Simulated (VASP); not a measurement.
# CdSe (F-43m) in VASP: notebook

The runs below take CdSe through single point, with PBEsol+D3(BJ), PBE, PBEsol+D4.

Everything below comes from runs of VASP 6.6.1. Logs are shortened: lines on timing, memory, paths and dates and some standing lists are left out, and cuts for length are marked.

## 1. The cell of the first run

It takes space group F-43m (No. 216, cubic). The conventional cell has a = 6.141 Å, b = 6.141 Å, c = 6.141 Å, α = 90.00°, β = 90.00°, γ = 90.00°. Cd (site symmetry -43m) has 4 Se at 2.66 Å within 3.5 Å. Within 3.5 Å of Se (site symmetry -43m) lie 4 Cd at 2.66 Å.

## 2. Single point, PBEsol+D3(BJ)

Contents of INCAR:

```
SYSTEM = CdSe
PREC = Accurate ; ENCUT = 520
EDIFF = 1E-6 ; ISMEAR = -1
SIGMA = 0.05 ; LREAL = .False.
LASPH = .True. ; NELM = 100
ALGO = Normal ; ISIF = 2
LWAVE = .False. ; LCHARG = .False.
GGA = PS ; IVDW = 12
NBANDS = 16
```

Contents of KPOINTS:

```
Automatic mesh
0
Gamma
  8 8 8
  0 0 0
```

Contents of POSCAR:

```
CdSe
1.0
    0.0000000000      3.0702711986      3.0702711986
    3.0702711986      0.0000000000      3.0702711986
    3.0702711986      3.0702711986      0.0000000000
Cd Se
1 1
Direct
    0.0000000000      0.0000000000      0.0000000000
    0.2500000000      0.2500000000      0.2500000000
```

Potentials or basis: VASP PAW PBE potentials, release 64 (Cd, Se).

Launch:

```console
$ cat potpaw_PBE.64/Cd/POTCAR potpaw_PBE.64/Se/POTCAR > POTCAR
$ mpirun -np 1 vasp_std > vasp.out
```

OUTCAR:

```text
SYSTEM = CdSe
   PREC = Accurate
   ENCUT = 520
   EDIFF = 1E-6
   ISMEAR = -1
   LREAL = .False.
   LASPH = .True.
   NELM = 100
   ISIF = 2
   GGA = PS
   IVDW = 12
 IVDW          = 12

 ion  position               nearest neighbor table
   1  0.000  0.000  0.000-   2 2.66   2 2.66   2 2.66   2 2.66
   2  0.250  0.250  0.250-   1 2.66   1 2.66   1 2.66   1 2.66

  LATTYP: Found a face centered cubic cell.
 ALAT       =     6.1405423972

  Lattice vectors:

 A1 = (   0.0000000000,   3.0702711986,   3.0702711986)
 A2 = (   3.0702711986,   0.0000000000,   3.0702711986)
 A3 = (   3.0702711986,   3.0702711986,   0.0000000000)

Analysis of symmetry for initial positions (statically):
=====================================================================
 Subroutine PRICEL returns:
 Original cell was already a primitive cell.

 Routine SETGRP: Setting up the symmetry group for a
 face centered cubic supercell.

 Subroutine GETGRP returns: Found 24 space group operations
 (whereof 24 operations were pure point group operations)
 out of a pool of 48 trial point group operations.

The static configuration has the point symmetry T_d .

Analysis of symmetry for dynamics (positions and initial velocities):
=====================================================================
 Subroutine PRICEL returns:
 Original cell was already a primitive cell.

 Routine SETGRP: Setting up the symmetry group for a
 face centered cubic supercell.

 Subroutine GETGRP returns: Found 24 space group operations
 (whereof 24 operations were pure point group operations)
 out of a pool of 48 trial point group operations.

The dynamic configuration has the point symmetry T_d .

 Subroutine INISYM returns: Found 24 space group operations
 (whereof 24 operations are pure point group operations),
 and found     1 'primitive' translations

----------------------------------------------------------------------------------------

                                     Primitive cell

  volume of cell :      57.8842

  direct lattice vectors                    reciprocal lattice vectors
     0.000000000  3.070271199  3.070271199    -0.162852063  0.162852063  0.162852063
     3.070271199  0.000000000  3.070271199     0.162852063 -0.162852063  0.162852063
     3.070271199  3.070271199  0.000000000     0.162852063  0.162852063 -0.162852063

  length of vectors
     4.342019169  4.342019169  4.342019169     0.282068048  0.282068048  0.282068048

  position of ions in fractional coordinates (direct lattice)
     0.000000000  0.000000000  0.000000000
     0.250000000  0.250000000  0.250000000

  ion indices of the primitive-cell ions
   primitive index   ion index
                 1           1
                 2           2

----------------------------------------------------------------------------------------

 KPOINTS: Automatic mesh

Automatic generation of k-mesh.
 Grid dimensions read from file:
 generate k-points for:    8    8    8

 Generating k-lattice:

  Cartesian coordinates                     Fractional coordinates (reciprocal lattice)
    -0.020356508  0.020356508  0.020356508     0.125000000  0.000000000  0.000000000
     0.020356508 -0.020356508  0.020356508     0.000000000  0.125000000  0.000000000
     0.020356508  0.020356508 -0.020356508     0.000000000  0.000000000  0.125000000

  Length of vectors
     0.035258506  0.035258506  0.035258506

  Shift w.r.t. Gamma in fractional coordinates (k-lattice)
     0.000000000  0.000000000  0.000000000

 Subroutine IBZKPT returns following result:
 ===========================================

 Found     29 irreducible k-points:

 Following reciprocal coordinates:
            Coordinates               Weight
  0.000000  0.000000  0.000000      1.000000
  0.125000  0.000000  0.000000      8.000000
  0.250000  0.000000  0.000000      8.000000
  0.375000  0.000000  0.000000      8.000000
  0.500000  0.000000  0.000000      4.000000
  0.125000  0.125000  0.000000      6.000000
[... 16 lines left out ...]
  0.500000  0.250000  0.125000     48.000000
 -0.375000  0.250000  0.125000     24.000000
 [... further k-points ...]
   k-points           NKPTS =     29   k-points in BZ     NKDIM =     29   number of bands    NBANDS=     16
   number of dos      NEDOS =    301   number of ions     NIONS =      2
   total plane-waves  NPLWV =  32768
   dimension x,y,z NGX =    32 NGY =   32 NGZ =   32
   dimension x,y,z NGXF=    64 NGYF=   64 NGZF=   64
   ions per type =               1   1
   NGX,Y,Z   is equivalent  to a cutoff of  12.25, 12.25, 12.25 a.u.
   NGXF,Y,Z  is equivalent  to a cutoff of  24.50, 24.50, 24.50 a.u.
 SYSTEM =  CdSe
   PREC   = accura    normal or accurate (medium, high low for compatibility)
   ISTART =      0    job   : 0-new  1-cont  2-samecut
   ICHARG =      2    charge: 1-file 2-atom 10-const
   ISPIN  =      1    spin polarized calculation?
   LNONCOLLINEAR =      F non collinear calculations
   LSORBIT =      F    spin-orbit coupling
   LASPH  =      T    aspherical Exc in radial PAW
   ENCUT  =  520.0 eV  38.22 Ry    6.18 a.u.   8.07  8.07  8.07*2*pi/ulx,y,z
   NELM   =    100;   NELMIN=  2; NELMDL= -5     # of ELM steps
   EDIFF  = 0.1E-05   stopping-criterion for ELM
   LREAL  =      F    real-space projection
   EDIFFG = 0.1E-04   stopping-criterion for IOM
   NSW    =      0    number of steps for IOM
   IBRION =     -1    ionic relax: 0-MD 1-quasi-New 2-CG
   NFREE  =      0    steps in history (QN), initial steepest desc. (CG)
   ISIF   =      2    stress and relaxation
   ISYM   =      2    0-nonsym 1-usesym 2-fastsym
   POTIM  = 0.5000    time-step for ionic-motion
   TEBEG  =    0.0;   TEEND  =   0.0 temperature during run
   PSTRESS=    0.0 pullay stress
   NELECT =      18.0000    total number of electrons
   NUPDOWN=      -1.0000    fix difference up-down
   EMIN   =  10.00;   EMAX   =-10.00  energy-range for DOS
   EFERMI =   0.00;   METHOD = LEGACY
   ISMEAR =    -1;   SIGMA  =   0.05  broadening in eV -4-tet -1-fermi 0-gaus
   EFERMI_NEDOS =   21; number of points for ismear=-14 and -15
   IALGO  =     38    algorithm
   IMIX   =      4    mixing-type and parameters
     AMIX     =   0.40;   BMIX     =  1.00
     AMIX_MAG =   1.60;   BMIX_MAG =  1.00
  volume/ion in A,a.u.               =      28.94       195.31
  Fermi-wavevector in a.u.,A,eV,Ry     =   1.109121  2.095935 16.737199  1.230149
  Thomas-Fermi vector in A             =   2.245657
   LORBIT       =      0    0 simple, 1 ext, 2 COOP (PROOUT), +10 PAW based schemes
   GGA     = PS    functional components
   LHFCALC =     F    Hartree Fock is set to
   AEXX    =    0.0000 exact exchange contribution
   IVDW    =    12    specifies the selected vdW correction
   LEPSILON=     F    determine dielectric tensor
   LRPA    =     F    only Hartree local field effects (RPA)
 non-spin polarized calculation
  energy-cutoff  :      520.00
  volume of cell :       57.88
 maximum number of plane-waves:      1588
   NGX = 17   NGY = 17   NGZ = 17

 number of electron      18.0000008 magnetization

 Free energy of the ion-electron system (eV)
  ---------------------------------------------------
  ext. energy  EPLUGINS =         0.00000000
  ---------------------------------------------------
  free energy    TOTEN  =        -6.17291383 eV

  energy without entropy =       -6.17284499  energy(sigma->0) =       -6.17287941

 E-fermi :   0.8425     XC(G=0):  -8.9695

 val. band max:        0.5892103619   @ k =   0.0000   0.0000   0.0000
 cond. band min:       1.0155911746   @ k =   0.0000   0.0000   0.0000
 fundamental gap:      0.4263808127
 Fermi energy:         0.8425372424

 k-point     1 :       0.0000    0.0000    0.0000
  band No.  band energies     occupation
      1     -11.8774      2.00000
      2      -7.2287      2.00000
      3      -7.2287      2.00000
      4      -7.2287      2.00000
      5      -6.8776      2.00000
      6      -6.8776      2.00000
[... 8 lines left out ...]
     15      11.5878      0.00000
     16      11.5878      0.00000

 k-point     2 :       0.1250    0.0000    0.0000
  band No.  band energies     occupation
      1     -11.8263      2.00000
      2      -7.2126      2.00000
      3      -7.2126      2.00000
      4      -7.1830      2.00000
      5      -6.8784      2.00000
      6      -6.8784      2.00000
[... 8 lines left out ...]
     15      10.8016      0.00000
     16      10.8074      0.00000

 k-point     3 :       0.2500    0.0000    0.0000
  band No.  band energies     occupation
      1     -11.7014      2.00000
      2      -7.1773      2.00000
      3      -7.1773      2.00000
      4      -7.0288      2.00000
      5      -6.8757      2.00000
      6      -6.8757      2.00000
[... 8 lines left out ...]
     15      10.5523      0.00000
     16      10.5523      0.00000

 k-point     4 :       0.3750    0.0000    0.0000
  band No.  band energies     occupation
      1     -11.5749      2.00000
      2      -7.1494      2.00000
      3      -7.1494      2.00000
      4      -6.8638      2.00000
      5      -6.8638      2.00000
      6      -6.7711      2.00000
[... 8 lines left out ...]
     15      11.4102      0.00000
     16      11.4102      0.00000
[... 324 lines left out ...]
 k-point    22 :       0.3750    0.2500    0.1250
  band No.  band energies     occupation
      1     -11.6090      2.00000
      2      -7.1385      2.00000
      3      -7.1203      2.00000
      4      -6.9795      2.00000
      5      -6.8696      2.00000
      6      -6.8345      2.00000
[... 8 lines left out ...]
     15      11.9682      0.00000
     16      13.0401      0.00000

 k-point    23 :       0.5000    0.2500    0.1250
  band No.  band energies     occupation
      1     -11.5085      2.00000
      2      -7.1117      2.00000
      3      -7.0951      2.00000
      4      -6.9200      2.00000
      5      -6.8571      2.00000
      6      -6.6564      2.00000
[... 8 lines left out ...]
     15      12.2595      0.00000
     16      12.9863      0.00000

 k-point    24 :      -0.3750    0.2500    0.1250
  band No.  band energies     occupation
      1     -11.4670      2.00000
      2      -7.1068      2.00000
      3      -7.0836      2.00000
      4      -6.8961      2.00000
      5      -6.8624      2.00000
      6      -6.5245      2.00000
[... 8 lines left out ...]
     15      12.0668      0.00000
     16      13.0183      0.00000

 [... further k-points ...]

------------------------ aborting loop because EDIFF is reached ----------------------------------------

 Edisp (eV)   -0.57388

 E8    (eV) :    -0.3757

  FORCE on cell =-STRESS in cart. coord.  units (eV):
  Direction    XX          YY          ZZ          XY          YZ          ZX
  --------------------------------------------------------------------------------------
  -------------------------------------------------------------------------------------
  Total      -0.97703    -0.97703    -0.97703    -0.00000    -0.00000    -0.00000
  in kB     -27.04321   -27.04321   -27.04321    -0.00000    -0.00000    -0.00000
  external pressure =      -27.04 kB  Pullay stress =        0.00 kB

 VOLUME and BASIS-vectors are now :
 -----------------------------------------------------------------------------
  energy-cutoff  :      520.00
  volume of cell :       57.88
      direct lattice vectors                 reciprocal lattice vectors
     0.000000000  3.070271199  3.070271199    -0.162852063  0.162852063  0.162852063
     3.070271199  0.000000000  3.070271199     0.162852063 -0.162852063  0.162852063
     3.070271199  3.070271199  0.000000000     0.162852063  0.162852063 -0.162852063

 POSITION                                       TOTAL-FORCE (eV/Angst)
 -----------------------------------------------------------------------------------
      0.00000      0.00000      0.00000         0.000000      0.000000      0.000000
      1.53514      1.53514      1.53514        -0.000000     -0.000000     -0.000000
 -----------------------------------------------------------------------------------
    total drift:                               -0.000000     -0.000000     -0.000000

  FREE ENERGIE OF THE ION-ELECTRON SYSTEM (eV)
  ---------------------------------------------------
  free  energy   TOTEN  =        -6.7467961888 eV

  energy  without entropy=       -6.7467273556  energy(sigma->0) =       -6.74676177
```

Run time: 14 s. Hardware: 1 thread of Intel Xeon 6975P-C (Granite Rapids), shared host; peak memory 0.19 GiB.

What came out:

* Free energy: -6.7468 eV
* Pressure: -2.7 GPa
* Band gap on the k mesh: 0.43 eV, direct
* Dispersion energy per atom: -0.287 eV

Levels at points of the mesh, in eV from the valence-band top:
```tsv
k point	band 5	band 6	band 7	band 8	band 9	band 10	band 11	band 12	band 13	band 14
(0.00, 0.00, 0.00)	-7.47	-7.47	0.00	0.00	0.00	0.43	5.85	5.85	5.85	9.48
(0.50, 0.00, 0.00)	-7.44	-7.19	-4.28	-0.72	-0.72	2.25	6.36	6.36	7.20	9.79
(0.50, 0.50, 0.00)	-7.41	-7.14	-4.00	-1.78	-1.78	3.05	3.65	8.85	9.96	9.96
```

Caveat: the PAW data sets were made with another functional, which shifts forces and pressure a little. A hybrid or GW would open this gap; PBEsol tends to underestimate it.

## 3. Single point, PBE

Contents of INCAR:

```
SYSTEM = CdSe
PREC = Accurate ; ENCUT = 520
EDIFF = 1E-6 ; ISMEAR = -1
SIGMA = 0.04 ; LREAL = .FALSE.
LASPH = .TRUE. ; NELM = 100
ALGO = Normal ; ISIF = 2
LWAVE = .FALSE. ; LCHARG = .FALSE.
GGA = PE ; NBANDS = 16
```

Contents of KPOINTS:

```
regular mesh
0
G
  6 6 6
  0 0 0
```

POSCAR is that of step 2.

Potentials or basis: VASP PAW PBE potentials, release 64 (Cd, Se).

Launch:

```console
$ cat potpaw_PBE.64/Cd/POTCAR potpaw_PBE.64/Se/POTCAR > POTCAR
$ mpirun -np 1 vasp_std > vasp.out
```

OUTCAR:

```text
SYSTEM = CdSe
   PREC = Accurate
   ENCUT = 520
   EDIFF = 1E-6
   ISMEAR = -1
   LREAL = .FALSE.
   LASPH = .TRUE.
   NELM = 100
   ISIF = 2
   GGA = PE

 ion  position               nearest neighbor table
   1  0.000  0.000  0.000-   2 2.66   2 2.66   2 2.66   2 2.66
   2  0.250  0.250  0.250-   1 2.66   1 2.66   1 2.66   1 2.66

  LATTYP: Found a face centered cubic cell.
 ALAT       =     6.1405423972

  Lattice vectors:

[... 478 lines left out ...]

------------------------ aborting loop because EDIFF is reached ----------------------------------------

  FORCE on cell =-STRESS in cart. coord.  units (eV):
  Direction    XX          YY          ZZ          XY          YZ          ZX
  --------------------------------------------------------------------------------------
  -------------------------------------------------------------------------------------
  Total        0.5710628      0.5710628      0.5710628      0.0000000     -0.0000000      0.0000000
  in kB       15.8064468     15.8064468     15.8064468      0.0000000     -0.0000000      0.0000000
  external PRESSURE =      15.8064468 kB  Pullay stress =       0.0000000 kB

 VOLUME and BASIS-vectors are now :
 -----------------------------------------------------------------------------
  energy-cutoff  :      520.00
  volume of cell :       57.88
      direct lattice vectors                 reciprocal lattice vectors
     0.000000000  3.070271199  3.070271199    -0.162852063  0.162852063  0.162852063
     3.070271199  0.000000000  3.070271199     0.162852063 -0.162852063  0.162852063
     3.070271199  3.070271199  0.000000000     0.162852063  0.162852063 -0.162852063

 POSITION                                       TOTAL-FORCE (eV/Angst)
 -----------------------------------------------------------------------------------
      0.00000      0.00000      0.00000         0.000000      0.000000     -0.000000
      1.53514      1.53514      1.53514        -0.000000     -0.000000      0.000000
 -----------------------------------------------------------------------------------
    total drift:                               -0.000001     -0.000001     -0.000000

  FREE ENERGIE OF THE ION-ELECTRON SYSTEM (eV)
  ---------------------------------------------------
  free  energy   TOTEN  =        -5.4865479658 eV

  energy  without entropy=       -5.4865369241  energy(sigma->0) =       -5.48654244
```

OSZICAR:

```text
N       E                     dE             d eps       ncg     rms          rms(c)
DAV:   1     0.104938346314E+03    0.10494E+03   -0.86990E+03   520   0.100E+03
DAV:   2    -0.197093719676E+01   -0.10691E+03   -0.10207E+03   624   0.245E+02
DAV:   3    -0.585140464868E+01   -0.38805E+01   -0.38749E+01   624   0.490E+01
DAV:   4    -0.586767044294E+01   -0.16266E-01   -0.16265E-01   656   0.310E+00
DAV:   5    -0.586777866125E+01   -0.10822E-03   -0.10822E-03   632   0.221E-01    0.586E+00
DAV:   6    -0.550694748700E+01    0.36083E+00   -0.54662E-01   728   0.868E+00    0.469E+00
DAV:   7    -0.548526214513E+01    0.21685E-01   -0.14089E-01   584   0.249E+00    0.204E+00
DAV:   8    -0.548622175148E+01   -0.95961E-03   -0.13103E-02   552   0.137E+00    0.248E-01
DAV:   9    -0.548642766888E+01   -0.20592E-03   -0.13936E-03   600   0.471E-01    0.468E-02
DAV:  10    -0.548649704371E+01   -0.69375E-04   -0.15218E-04   656   0.151E-01    0.435E-02
DAV:  11    -0.548654816358E+01   -0.51120E-04   -0.83809E-05   576   0.574E-02    0.164E-02
DAV:  12    -0.548654796581E+01    0.19777E-06   -0.17554E-06   576   0.157E-02
   1 F= -.54865480E+01 E0= -.54865424E+01  d E =-.110417E-04
```

stdout:

```text
POSCAR found type information on POSCAR CdSe
 POSCAR found :  2 types and       2 ions
 scaLAPACK will be used
 LDA part: xc-table for (Slater+PW92), standard interpolation
 POSCAR, INCAR and KPOINTS ok, starting setup
 FFT: planning ... GRIDC
 FFT: planning ... GRID_SOFT
 FFT: planning ... GRID
 WAVECAR not read
 entering main loop
```

It took 12 s on 1 thread of Intel Xeon Platinum 8488C (Sapphire Rapids), shared host; peak memory 0.18 GiB.

What came out:

* Free energy: -5.4865 eV
* Pressure: 1.6 GPa
* Band gap on the k mesh: 0.55 eV, direct

Levels at points of the mesh, in eV from the valence-band top:
```tsv
k point	band 5	band 6	band 7	band 8	band 9	band 10	band 11	band 12	band 13	band 14
(0.00, 0.00, 0.00)	-7.50	-7.50	0.00	0.00	0.00	0.55	5.93	5.93	5.93	9.67
(0.50, 0.00, 0.00)	-7.48	-7.23	-4.23	-0.71	-0.71	2.36	6.43	6.43	7.34	9.97
(0.50, 0.50, 0.00)	-7.45	-7.17	-3.95	-1.76	-1.76	3.19	3.73	8.98	10.05	10.05
```

## 4. Single point, PBE

Contents of INCAR:

```
SYSTEM = CdSe
PREC = Accurate
ENCUT = 520
EDIFF = 1E-6
ISMEAR = -1
SIGMA = 0.06
LREAL = .False.
LASPH = .True.
NELM = 100
ALGO = Normal
ISIF = 2
LWAVE = .False.
LCHARG = .False.
GGA = PE
NBANDS = 16
```

Contents of KPOINTS:

```
regular mesh
0
Gamma
  4 4 4
  0 0 0
```

POSCAR is that of step 3.

Launch:

```console
$ cat potpaw_PBE.64/Cd/POTCAR potpaw_PBE.64/Se/POTCAR > POTCAR
$ mpirun -np 1 vasp_std > vasp.out
```

Run time: 14 s. Hardware: 1 thread of AMD EPYC, shared host; peak memory 0.14 GiB.

It converged, with:

```yaml
Free_energy: -5.4435 eV
Pressure: 1.8 GPa
Band_gap_on_the_k_mesh: 0.53 eV, direct
```

Levels at points of the mesh, in eV from the valence-band top:
| k point | band 6 | band 7 | band 8 | band 9 | band 10 | band 11 | band 12 | band 13 |
| --- | --- | --- | --- | --- | --- | --- | --- | --- |
| (0.00, 0.00, 0.00) | -7.53 | 0.00 | 0.00 | 0.00 | 0.53 | 5.91 | 5.91 | 5.91 |
| (0.50, 0.00, 0.00) | -7.25 | -4.24 | -0.71 | -0.71 | 2.34 | 6.42 | 6.42 | 7.33 |
| (0.50, 0.50, 0.00) | -7.19 | -3.96 | -1.76 | -1.76 | 3.17 | 3.71 | 8.98 | 10.03 |

Caveat: the k points lie up to 0.44 Å⁻¹ apart.

(Part 1 of 2 ends here.)
